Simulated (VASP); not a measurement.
# HfC (rocksalt type) (Fm-3m) in VASP: a series of runs

Runs on HfC (rocksalt type). Level: PBE. Tasks: relaxation of cell and atoms.

Program: VASP 6.6.1. These are calculated values, not measurements. Logs are shortened: lines on timing, memory, paths and dates and some standing lists are left out, and cuts for length are marked.

### 1 The cell of the first run

It takes space group Fm-3m (No. 225, cubic). Conventional cell: a = 4.124 Å, b = 4.124 Å, c = 4.124 Å, α = 90.00°, β = 90.00°, γ = 90.00°. Hf (site symmetry m-3m) has 6 C at 2.06 Å within 2.7 Å. C (site symmetry m-3m) has 6 Hf at 2.06 Å within 2.7 Å.

### 2 Relaxation of cell and atoms, PBE, target pressure 170 GPa, at which the enthalpy is minimised

Input file INCAR:

```
SYSTEM = HfC
ALGO = Normal
EDIFF = 1E-6
EDIFFG = -0.005
ENCUT = 600
GGA = PE
IBRION = 2
ISIF = 3
ISMEAR = -1
LASPH = .True.
LCHARG = .False.
LREAL = .False.
LWAVE = .False.
NELM = 80
NSW = 32
PREC = Accurate
PSTRESS = 1700.0
SIGMA = 0.1
```

Input file KPOINTS:

```
k-points
0
Gamma
  17 17 17
  0 0 0
```

Input file POSCAR:

```
HfC
1.0
    0.0000000000      2.0620849805      2.0620849805
    2.0620849805      0.0000000000      2.0620849805
    2.0620849805      2.0620849805      0.0000000000
Hf C
1 1
Direct
    0.0000000000      0.0000000000      0.0000000000
    0.5000000000      0.5000000000      0.5000000000
```

Potentials or basis: VASP PAW PBE potentials, release 64 (Hf_pv, C).

Launch:

```bash
$ cat potpaw_PBE.64/Hf_pv/POTCAR potpaw_PBE.64/C/POTCAR > POTCAR
$ mpirun -np 1 vasp_std > vasp.out
```

OUTCAR:

```text
SYSTEM = HfC
   EDIFF = 1E-6
   EDIFFG = -0.005
   ENCUT = 600
   GGA = PE
   IBRION = 2
   ISIF = 3
   ISMEAR = -1
   LASPH = .True.
   LREAL = .False.
   NELM = 80
   NSW = 32
   PREC = Accurate
   PSTRESS = 1700.0

 ion  position               nearest neighbor table
   1  0.000  0.000  0.000-   2 2.06   2 2.06   2 2.06   2 2.06   2 2.06   2 2.06
   2  0.500  0.500  0.500-   1 2.06   1 2.06   1 2.06   1 2.06   1 2.06   1 2.06

  LATTYP: Found a face centered cubic cell.
 ALAT       =     4.1241699610

  Lattice vectors:

 A1 = (   0.0000000000,   2.0620849805,   2.0620849805)
 A2 = (   2.0620849805,   0.0000000000,   2.0620849805)
 A3 = (   2.0620849805,   2.0620849805,   0.0000000000)

Analysis of symmetry for initial positions (statically):
=====================================================================
 Subroutine PRICEL returns:
 Original cell was already a primitive cell.

 Routine SETGRP: Setting up the symmetry group for a
 face centered cubic supercell.

 Subroutine GETGRP returns: Found 48 space group operations
 (whereof 48 operations were pure point group operations)
 out of a pool of 48 trial point group operations.

The static configuration has the point symmetry O_h .

Analysis of symmetry for dynamics (positions and initial velocities):
=====================================================================
 Subroutine PRICEL returns:
 Original cell was already a primitive cell.

 Routine SETGRP: Setting up the symmetry group for a
 face centered cubic supercell.

 Subroutine GETGRP returns: Found 48 space group operations
 (whereof 48 operations were pure point group operations)
 out of a pool of 48 trial point group operations.

The dynamic configuration has the point symmetry O_h .

 Subroutine INISYM returns: Found 48 space group operations
 (whereof 48 operations are pure point group operations),
 and found     1 'primitive' translations

----------------------------------------------------------------------------------------

                                     Primitive cell

  volume of cell :      17.5368

  direct lattice vectors                    reciprocal lattice vectors
     0.000000000  2.062084980  2.062084980    -0.242473033  0.242473033  0.242473033
     2.062084980  0.000000000  2.062084980     0.242473033 -0.242473033  0.242473033
     2.062084980  2.062084980  0.000000000     0.242473033  0.242473033 -0.242473033

  length of vectors
     2.916228546  2.916228546  2.916228546     0.419975613  0.419975613  0.419975613

  position of ions in fractional coordinates (direct lattice)
     0.000000000  0.000000000  0.000000000
     0.500000000  0.500000000  0.500000000

  ion indices of the primitive-cell ions
   primitive index   ion index
                 1           1
                 2           2

----------------------------------------------------------------------------------------

 KPOINTS: k-points

Automatic generation of k-mesh.
 Grid dimensions read from file:
 generate k-points for:   17   17   17

 Generating k-lattice:

  Cartesian coordinates                     Fractional coordinates (reciprocal lattice)
    -0.014263120  0.014263120  0.014263120     0.058823529  0.000000000  0.000000000
     0.014263120 -0.014263120  0.014263120     0.000000000  0.058823529  0.000000000
     0.014263120  0.014263120 -0.014263120     0.000000000  0.000000000  0.058823529

  Length of vectors
     0.024704448  0.024704448  0.024704448

  Shift w.r.t. Gamma in fractional coordinates (k-lattice)
     0.000000000  0.000000000  0.000000000

 Subroutine IBZKPT returns following result:
 ===========================================

 Found    165 irreducible k-points:

 Following reciprocal coordinates:
            Coordinates               Weight
  0.000000  0.000000  0.000000      1.000000
  0.058824  0.000000  0.000000      8.000000
  0.117647  0.000000  0.000000      8.000000
  0.176471  0.000000  0.000000      8.000000
  0.235294  0.000000  0.000000      8.000000
  0.294118  0.000000  0.000000      8.000000
[... 16 lines left out ...]
 -0.176471  0.058824  0.000000     24.000000
 -0.117647  0.058824  0.000000     24.000000
 [... further k-points ...]
   k-points           NKPTS =    165   k-points in BZ     NKDIM =    165   number of bands    NBANDS=     11
   number of dos      NEDOS =    301   number of ions     NIONS =      2
   total plane-waves  NPLWV =  13824
   dimension x,y,z NGX =    24 NGY =   24 NGZ =   24
   dimension x,y,z NGXF=    48 NGYF=   48 NGZF=   48
   ions per type =               1   1
   NGX,Y,Z   is equivalent  to a cutoff of  13.68, 13.68, 13.68 a.u.
   NGXF,Y,Z  is equivalent  to a cutoff of  27.36, 27.36, 27.36 a.u.
 SYSTEM =  HfC
   PREC   = accura    normal or accurate (medium, high low for compatibility)
   ISTART =      0    job   : 0-new  1-cont  2-samecut
   ICHARG =      2    charge: 1-file 2-atom 10-const
   ISPIN  =      1    spin polarized calculation?
   LNONCOLLINEAR =      F non collinear calculations
   LSORBIT =      F    spin-orbit coupling
   LASPH  =      T    aspherical Exc in radial PAW
   ENCUT  =  600.0 eV  44.10 Ry    6.64 a.u.   5.82  5.82  5.82*2*pi/ulx,y,z
   NELM   =     80;   NELMIN=  2; NELMDL= -5     # of ELM steps
   EDIFF  = 0.1E-05   stopping-criterion for ELM
   LREAL  =      F    real-space projection
   EDIFFG = -.5E-02   stopping-criterion for IOM
   NSW    =     32    number of steps for IOM
   IBRION =      2    ionic relax: 0-MD 1-quasi-New 2-CG
   NFREE  =      1    steps in history (QN), initial steepest desc. (CG)
   ISIF   =      3    stress and relaxation
   ISYM   =      2    0-nonsym 1-usesym 2-fastsym
   POTIM  = 0.5000    time-step for ionic-motion
   TEBEG  =    0.0;   TEEND  =   0.0 temperature during run
   PSTRESS= 1700.0 pullay stress
   NELECT =      14.0000    total number of electrons
   NUPDOWN=      -1.0000    fix difference up-down
   EMIN   =  10.00;   EMAX   =-10.00  energy-range for DOS
   EFERMI =   0.00;   METHOD = LEGACY
   ISMEAR =    -1;   SIGMA  =   0.10  broadening in eV -4-tet -1-fermi 0-gaus
   EFERMI_NEDOS =   21; number of points for ismear=-14 and -15
   IALGO  =     38    algorithm
   IMIX   =      4    mixing-type and parameters
     AMIX     =   0.40;   BMIX     =  1.00
     AMIX_MAG =   1.60;   BMIX_MAG =  1.00
  volume/ion in A,a.u.               =       8.77        59.17
  Fermi-wavevector in a.u.,A,eV,Ry     =   1.518685  2.869898 31.380521  2.306403
  Thomas-Fermi vector in A             =   2.627772
   LORBIT       =      0    0 simple, 1 ext, 2 COOP (PROOUT), +10 PAW based schemes
   GGA     = PE    functional components
   LHFCALC =     F    Hartree Fock is set to
   AEXX    =    0.0000 exact exchange contribution
   IVDW    =     0    specifies the selected vdW correction
   LEPSILON=     F    determine dielectric tensor
   LRPA    =     F    only Hartree local field effects (RPA)
 conjugate gradient relaxation of ions
 non-spin polarized calculation
  energy-cutoff  :      600.00
  volume of cell :       17.54
 maximum number of plane-waves:       596
   NGX = 11   NGY = 11   NGZ = 11

--------------------------------------- Ionic step        1  -------------------------------------------

 number of electron      14.0000000 magnetization

 Free energy of the ion-electron system (eV)
  ---------------------------------------------------
  ext. energy  EPLUGINS =         0.00000000
  ---------------------------------------------------
  free energy    TOTEN  =       -17.99082364 eV

  energy without entropy =      -17.98388099  energy(sigma->0) =      -17.98735231

------------------------ aborting loop because EDIFF is reached ----------------------------------------

  FORCE on cell =-STRESS in cart. coord.  units (eV):
  Direction    XX          YY          ZZ          XY          YZ          ZX
  --------------------------------------------------------------------------------------
  -------------------------------------------------------------------------------------
  Total       19.0966967     19.0966967     19.0966967     -0.0000000      0.0000000      0.0000000
  in kB     1744.6935725   1744.6935725   1744.6935725     -0.0000000      0.0000000      0.0000000
  external PRESSURE =      44.6935725 kB  Pullay stress =    1700.0000000 kB
[... 61 lines left out ...]
  enthalpy is  TOTEN    =         0.6547250396 eV   P V=       19.2740132901

--------------------------------------- Ionic step        3  -------------------------------------------

 number of electron      14.0000001 magnetization

 Free energy of the ion-electron system (eV)
  ---------------------------------------------------
  ext. energy  EPLUGINS =         0.00000000
  ---------------------------------------------------
  free energy    TOTEN  =       -18.09489396 eV

  energy without entropy =      -18.08790068  energy(sigma->0) =      -18.09139732

 E-fermi :   9.1377     XC(G=0): -14.1434

 val. band max:        9.0871152751   @ k =   0.2353   0.1765   0.0000
 cond. band min:       9.2160721794   @ k =   0.0588   0.0000   0.0000
 fundamental gap:      0.1289569043
 Fermi energy:         9.1376689369

 k-point     1 :       0.0000    0.0000    0.0000
  band No.  band energies     occupation
      1     -18.8373      2.00000
      2     -18.8373      2.00000
      3     -18.8373      2.00000
      4      -4.9656      2.00000
      5      10.2404      0.00003
      6      10.2404      0.00003
      7      10.2404      0.00003
      8      10.3220      0.00001
      9      10.3220      0.00001
     10      10.3220      0.00001
     11      13.5124      0.00000
[... 309 lines left out ...]
 k-point    24 :      -0.1176    0.0588    0.0000
  band No.  band energies     occupation
      1     -19.3514      2.00000
      2     -18.9451      2.00000
      3     -18.8470      2.00000
      4      -3.9966      2.00000
      5       7.3923      2.00000
      6       7.7024      2.00000
      7       8.1050      1.99993
      8      10.9088      0.00000
      9      11.8740      0.00000
     10      12.2947      0.00000
     11      15.4825      0.00000

 [... further k-points ...]

------------------------ aborting loop because EDIFF is reached ----------------------------------------

  FORCE on cell =-STRESS in cart. coord.  units (eV):
  Direction    XX          YY          ZZ          XY          YZ          ZX
  --------------------------------------------------------------------------------------
  -------------------------------------------------------------------------------------
  Total       18.7062069     18.7062069     18.7062069      0.0000000     -0.0000000     -0.0000000
  in kB     1699.6319065   1699.6319065   1699.6319065      0.0000000     -0.0000000     -0.0000000
  external PRESSURE =      -0.3680935 kB  Pullay stress =    1700.0000000 kB
[... 17 lines left out ...]
  FREE ENERGIE OF THE ION-ELECTRON SYSTEM (eV)
  ---------------------------------------------------
  free  energy   TOTEN  =       -18.0948939606 eV

  energy  without entropy=      -18.0879006765  energy(sigma->0) =      -18.09139732

  enthalpy is  TOTEN    =         0.6153642093 eV   P V=       18.7102581699

 reached required accuracy - stopping structural energy minimisation
```

Wall time 2.2 min (1 thread of Intel Xeon 8259CL, shared host); peak memory 0.18 GiB.

What came out:

```
Free energy                                                : -18.0949 eV
Relaxed volume                                             : 8.82 Å³/atom
Relaxed cell                                               : a = 2.922 Å, b = 2.922 Å, c = 2.922 Å, α = 60.00°, β = 60.00°, γ = 60.00°
Space group after relaxing (to 0.1 Å)                      : Fm-3m (No. 225)
Energy change on relaxing (the run minimises the enthalpy) : -52.0 meV/atom
Ionic steps                                                : 3
Pressure after relaxing                                    : 170.0 GPa
Band gap on the k mesh                                     : zero (bands 7 and 8 overlap by 1.62 eV)
```

Step by step:
```tsv
step	energy change (eV)	largest force (eV/Å)	pressure (GPa)	volume (Å³)
1	0.0000	0.0000	174.47	17.54
2	-0.6285	0.0000	146.80	18.16
3	-0.1041	0.0000	169.96	17.63
```

Final structure:
```cif
data_structure
_symmetry_space_group_name_H-M 'P 1'
_symmetry_Int_Tables_number 1
_cell_length_a 2.9216
_cell_length_b 2.9216
_cell_length_c 2.9216
_cell_angle_alpha 60.000
_cell_angle_beta 60.000
_cell_angle_gamma 60.000
_cell_volume 17.63
loop_
_atom_site_label
_atom_site_type_symbol
_atom_site_fract_x
_atom_site_fract_y
_atom_site_fract_z
_atom_site_occupancy
Hf1 Hf 0.00000 0.00000 0.00000 1
C1 C 0.50000 0.50000 0.50000 1
```

Caveat: the cell is relaxed towards a set pressure, so the run minimises the enthalpy, not the energy; spin-orbit coupling is left out, which moves the levels of the heavy elements.

(Continued in part 2 of 2.)

The gap in the log of VASP goes by the Fermi energy; the results here count the filled bands.